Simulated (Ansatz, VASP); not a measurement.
**One calculation of MgO2, two programs**

File INCAR:

```
  PREC = Accurate
  ENCUT = 520
  EDIFF = 1E-6
  ISMEAR = 0
  SIGMA = 0.05
  LREAL = False
  LASPH = True
  NELM = 100
  ALGO = Normal
  ISIF = 2
  LWAVE = False
  LCHARG = False
  GGA = PS
  NBANDS = 14
```

The input KPOINTS:

```
Automatic mesh
0
Gamma
  12 12 12
```

Contents of POSCAR:

```
MgO2
1.0
    1.6115403805      0.9304232725      3.4573706250
   -1.6115403805      0.9304232725      3.4573706250
    0.0000000000     -1.8608465450      3.4573706250
Mg O
1 2
Direct
    0.0000000000      0.0000000000      0.0000000000
    0.4291433728      0.4291433728      0.4291433728
    0.5708566272      0.5708566272      0.5708566272
```

Input for Ansatz:

```yaml
crystal:
  lattice:
    - [1.6115403805, 0.9304232725, 3.457370625]
    - [-1.6115403805, 0.9304232725, 3.457370625]
    - [0.0, -1.860846545, 3.457370625]
  atoms:
    - { symbol: Mg, position: [0.0, 0.0, 0.0] }
    - { symbol: O, position: [0.4291433728, 0.4291433728, 0.4291433728] }
    - { symbol: O, position: [0.5708566272, 0.5708566272, 0.5708566272] }
basis:
  ecutwfc: 420
kpoints:
  mp_grid: { grid: [12, 12, 12] }
hamiltonian:
  xc: pbesol
scf:
  occupations: { method: gaussian, width: 0.05 }
output:
  forces: true
  stress: true
  eigenvalues: true
```

Change from the starting cell: strain +0.0175 x Voigt [1, 1, 0, 0, 0, 0], atoms carried along.

Alike in both runs: task single point; functional PBEsol; k mesh 12 × 12 × 12; occupations gaussian, width 0.05 eV; no spin polarisation.

|  | VASP | Ansatz |
| --- | --- | --- |
| version | VASP 6.6.1 | Ansatz 0.2.0 |
| potentials or method | VASP PAW PBE potentials, release 64 (Mg, O), cutoff 520 eV | scalar-relativistic, plane waves, PAW |
| valence electrons in the cell | 14 | 22 |

VASP gave:

| Quantity | Value |
| --- | --- |
| gap on the k mesh at the Fermi level (eV) | 2.49 |
| least direct gap on the mesh (eV) | 2.49 |
| pressure (GPa) | -3.7 |
| traceless stress, the component that is largest in VASP (GPa) | 3.92 |
| rms of the force components (eV/Å) | 0.202 |

What did Ansatz give for the same quantities?

gap on the k mesh at the Fermi level (eV): 2.52; least direct gap on the mesh (eV): 2.52; pressure (GPa): -3.6; traceless stress, the component that is largest in VASP (GPa): 2.73; rms of the force components (eV/Å): 0.104.

VASP's potentials were made for PBE, not for PBEsol. Atom by atom the forces differ by 0.098 eV/Å (rms over components). VASP's potentials hold 14 valence electrons a cell and Ansatz's 22, so a difference there can come from the potentials and not from the codes.
